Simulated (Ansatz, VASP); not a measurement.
This is a calculation of Hg for Ansatz 0.2.0.

input.yaml

```yaml
crystal:
  lattice:
    - [3.5073649894, 0.0, 0.0]
    - [-1.7536824947, 3.0374671811, 0.0]
    - [0.0, 0.0, 5.5597611438]
  atoms:
    - { symbol: Hg, position: [0.3333333333, 0.6666666667, 0.25] }
    - { symbol: Hg, position: [0.6666666667, 0.3333333333, 0.75] }
hamiltonian:
  xc: revpbe
  pseudopotentials: { kind: paw }
  dispersion: d4
kpoints:
  mp_grid: { grid: [9, 9, 5] }
scf:
  occupations: { method: methfessel_paxton, width: 0.1 }
output:
  forces: true
  stress: true
  eigenvalues: true
```

Potentials or basis: Ansatz PAW.

Command:

```console
$ ansatz run input.yaml --threads 1 --pin off --max-ram 3584MiB --backend cpu --events-out ev --progress --plain --runs-dir out
```

**Question.** Set up the same calculation for VASP 6.6.1. Potentials there: VASP PAW PBE potentials, release 64 (Hg_sv_GW).

**Answer.** As run (the cutoff follows the program's own potentials):

File INCAR:

```
SYSTEM = Hg
PREC     = Accurate       ! precision mode
ENCUT    = 550            ! plane-wave cutoff, eV
EDIFF    = 1E-6           ! SCF threshold, eV
ISMEAR   = 1              ! smearing method
SIGMA    = 0.1            ! smearing width, eV
LREAL    = .False.        ! projectors in reciprocal space
LASPH    = .True.         ! aspherical terms in the spheres
NELM     = 120            ! most SCF steps
ALGO     = Normal         ! electronic algorithm
ISIF     = 2              ! what is computed and relaxed
LWAVE    = .False.        ! write WAVECAR
LCHARG   = .True.         ! write CHGCAR
GGA      = RE             ! functional
IVDW     = 13             ! dispersion correction
LELF     = .True.         ! ELF
LVHAR    = .True.       
NBANDS   = 27             ! bands
GGA_COMPAT= .False.
```

File KPOINTS:

```
Automatic mesh
0
Gamma
  9 9 5
  0 0 0
```

The input POSCAR:

```
Hg
1.0
    3.5073649894      0.0000000000      0.0000000000
   -1.7536824947      3.0374671811      0.0000000000
    0.0000000000      0.0000000000      5.5597611438
Hg
2
Direct
    0.3333333333      0.6666666667      0.2500000000
    0.6666666667      0.3333333333      0.7500000000
```

Potentials or basis: VASP PAW PBE potentials, release 64 (Hg_sv_GW).

Launch:

```bash
$ cat potpaw_PBE.64/Hg_sv_GW/POTCAR > POTCAR
$ mpirun -np 1 vasp_std > vasp.out
```

Both were run:

|  | VASP | Ansatz | Ansatz less VASP |
| --- | --- | --- | --- |
| gap on the k mesh at the Fermi level (eV) | none | none | - |
| pressure (GPa) | -1.0 | -0.8 | +0.23 |
| traceless stress, the component that is largest in VASP (GPa) | 0.07 | 0.07 | -0.002 |

VASP's potentials were made for PBE, not for revPBE. A gap of «none» marks a metal or a gap that the smearing closes.

Neither program's run includes spin-orbit coupling.
